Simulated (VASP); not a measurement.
Input of a VASP 6.6.1 run:

INCAR

```
SYSTEM = NiMoIrPdW
ALGO = Normal ; EDIFF = 1E-7
EDIFFG = -0.01 ; ENCUT = 600
GGA = RE ; IBRION = 2
ISIF = 3 ; ISMEAR = -1
ISPIN = 2 ; KPAR = 4
LASPH = .TRUE. ; LCHARG = .FALSE.
LMAXMIX = 4 ; LORBIT = 11
LREAL = .FALSE. ; LWAVE = .FALSE.
MAGMOM = 1 1 1 1 0 0 0.6 0.6 0 0 ; NELM = 120
NSW = 60 ; PREC = Accurate
SIGMA = 0.05
```

Contents of KPOINTS:

```
k-points
0
G
  11 11 2
  0 0 0
```

The input POSCAR:

```
NiMoIrPdW
1.0
    2.7708100000      0.0000000000      0.0000000000
   -1.3854000000      2.3995900000      0.0000000000
    0.0000000000      0.0000000000     22.0199100000
Ni Mo Pd Ir W
2 2 2 2 2
Direct
    0.3333300000      0.6666700000      0.8508100000
    0.6666700000      0.3333300000      0.1491900000
    0.6666700000      0.3333300000      0.7605900000
    0.3333300000      0.6666700000      0.2394100000
    0.3333300000      0.6666700000      0.0532900000
    0.6666700000      0.3333300000      0.9467100000
    0.3333300000      0.6666700000      0.6582600000
    0.6666700000      0.3333300000      0.3417400000
    0.3333300000      0.6666700000      0.4441800000
    0.6666700000      0.3333300000      0.5558200000
```

Potentials or basis: VASP PAW PBE potentials, release 64 (Ni, Mo_sv, Pd, Ir, W_sv).

The run is started by

```sh
$ cat potpaw_PBE.64/Ni/POTCAR potpaw_PBE.64/Mo_sv/POTCAR potpaw_PBE.64/Pd/POTCAR potpaw_PBE.64/Ir/POTCAR potpaw_PBE.64/W_sv/POTCAR > POTCAR
$ mpirun -np 4 vasp_std > vasp.out
```

Task: Estimate the band gap on the k mesh.

Result: Zero (filled and empty bands overlap).

Task: Estimate the relaxed cell.

Result: a = 2.786 Å, b = 2.786 Å, c = 22.090 Å, α = 90.00°, β = 90.00°, γ = 120.00°.

Task: Predict the space group after relaxing (to 0.1 Å).

Result: P-3m1 (No. 164).

Task: What does it give for the net moment?

Result: 0.00 μB per cell.

The path:
| step | energy change (eV) | largest force (eV/Å) | pressure (GPa) | volume (Å³) |
| --- | --- | --- | --- | --- |
| 1 | 0.0000 | 0.1164 | 3.30 | 146.41 |
| 2 | 0.0790 | 0.1435 | -6.85 | 152.89 |
| 3 | -0.0203 | 0.1066 | -0.11 | 148.39 |
| 4 | -0.0203 | 0.1069 | -0.05 | 148.35 |
| 5 | -0.0215 | 0.0279 | 0.04 | 148.33 |
| 6 | -0.0215 | 0.0257 | 0.05 | 148.33 |
| 7 | -0.0216 | 0.0228 | -0.07 | 148.42 |
| 8 | -0.0217 | 0.0259 | -0.22 | 148.52 |
| 9 | -0.0217 | 0.0253 | -0.22 | 148.51 |
| 10 | -0.0219 | 0.0233 | -0.17 | 148.49 |
| 11 | -0.0220 | 0.0218 | -0.03 | 148.43 |
| 12 | -0.0221 | 0.0257 | 0.01 | 148.41 |
| 13 | -0.0221 | 0.0235 | 0.02 | 148.41 |
| 14 | -0.0222 | 0.0168 | 0.04 | 148.41 |
| 15 | -0.0222 | 0.0198 | 0.06 | 148.41 |
| 16 | -0.0222 | 0.0108 | 0.03 | 148.41 |
| 17 | -0.0222 | 0.0070 | 0.00 | 148.44 |

Caveat: the PAW data sets were made with another functional, which shifts forces and pressure a little; spin-orbit coupling is left out, which moves the levels of the heavy elements.
